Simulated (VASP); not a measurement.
Wanted: the native input for a VASP 6.6.1 run.

| Property | Result |
| --- | --- |
| Task | single point |
| Functional | r2SCAN |
| Potentials or basis | VASP PAW PBE potentials, release 64 (V_sv) |
| Cutoff | 520 eV |
| k mesh | 15 × 15 × 15 |
| Occupations | gaussian, width 0.1 eV |
| Spin | no spin polarisation |
| Dipole correction | no |
| Further INCAR settings | ALGO = Normal; EDIFF = 1e-07; NBANDS = 12 |

The system is V.

```xyz
1
Lattice="-1.4918 1.4918 1.4918 1.4918 -1.4918 1.4918 1.4918 1.4918 -1.4918" Properties=species:S:1:pos:R:3 pbc="T T T"
V     0.0000    0.0000    0.0000
```

These files were run (other wordings do the same):

POSCAR

```
V
1.0
   -1.4917693513      1.4917693513      1.4917693513
    1.4917693513     -1.4917693513      1.4917693513
    1.4917693513      1.4917693513     -1.4917693513
V
1
Direct
    0.0000000000      0.0000000000      0.0000000000
```

INCAR.step1

```
  PREC = Accurate
  ENCUT = 520
  ISMEAR = 0
  SIGMA = 0.1
  LREAL = False
  LASPH = True
  NELM = 100
  NBANDS = 12
  GGA = PE
  ALGO = Normal
  EDIFF = 1E-4
  LWAVE = True
  LCHARG = False
```

INCAR.step2

```
  PREC = Accurate
  ENCUT = 520
  EDIFF = 1E-7
  ISMEAR = 0
  SIGMA = 0.1
  LREAL = False
  LASPH = True
  NELM = 100
  ALGO = Normal
  ISIF = 2
  LWAVE = False
  LCHARG = False
  METAGGA = R2SCAN
  LMIXTAU = True
  NBANDS = 12
  ISTART = 1
```

KPOINTS

```
regular mesh
0
Gamma
  15 15 15
```

Potentials or basis: VASP PAW PBE potentials, release 64 (V_sv).

Launch:

```sh
$ cat potpaw_PBE.64/V_sv/POTCAR > POTCAR
$ cp INCAR.step1 INCAR
$ mpirun -np 1 vasp_std > vasp.out
$ cp INCAR.step2 INCAR
$ mpirun -np 1 vasp_std > vasp.out
```

It gave:

```
Pressure : 0.2 GPa
```

Caveat: the PAW data sets were made with another functional, which shifts forces and pressure a little.

It took 39 s on 1 thread of AMD EPYC 9R45 96-Core Processor (Zen 5), with other jobs on the host, peak memory 0.11 GiB.
